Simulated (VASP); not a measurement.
Runs of VASP 6.6.1 on WC (Qusongite). The structure is that of space group P-6m2 (No. 187), or close to it. The cells are those of the table. 

```csv
task,level,potentials or basis,cell,cutoff (eV),gap on the mesh (eV),pressure (GPa),relaxed volume (Å³/atom)
single point,LDA,"VASP PAW LDA potentials, release 64 (W_sv, C)","a = 2.884, b = 2.884, c = 2.812 Å, angles 90.0, 90.0, 120.0°, 2 atoms",520,none,2.7,-
relaxation of cell and atoms,LDA,"VASP PAW LDA potentials, release 64 (W_sv, C)","relaxed from a = 2.906, b = 2.907, c = 2.837 Å, angles 90.0, 90.0, 120.0°, 2 atoms",600,none,0.0,(b)
single point,PBE,"VASP PAW PBE potentials, release 64 (W_sv, C)","a = 2.922, b = 2.922, c = 2.847 Å, angles 90.0, 90.0, 120.0°, 2 atoms",520,none,1.1,-
relaxation of cell and atoms,PBE+D3(BJ),"VASP PAW PBE potentials, release 64 (W_sv, C)","relaxed from a = 2.906, b = 2.907, c = 2.837 Å, angles 90.0, 90.0, 120.0°, 2 atoms",600,none,0.0,10.36
relaxation of cell and atoms,PBE,"VASP PAW PBE potentials, release 64 (W_sv, C)","relaxed from a = 2.906, b = 2.907, c = 2.837 Å, angles 90.0, 90.0, 120.0°, 2 atoms",600,none,0.0,(a)
```

Alike in all rows: no spin polarisation; k mesh 11 × 11 × 10; smearing methfessel-paxton 0.1 eV.

Task: Fill in the values left out.

Result: (a) 10.55; (b) 10.19.

Caveats: spin-orbit coupling is left out, which moves the levels of the heavy elements; pairwise dispersion overbinds metals, which lowers pressure and volume (some runs).

A k mesh can miss the band edges, and the runs leave out spin-orbit coupling on W.

A gap of «none» marks levels without a gap at the run's occupations.
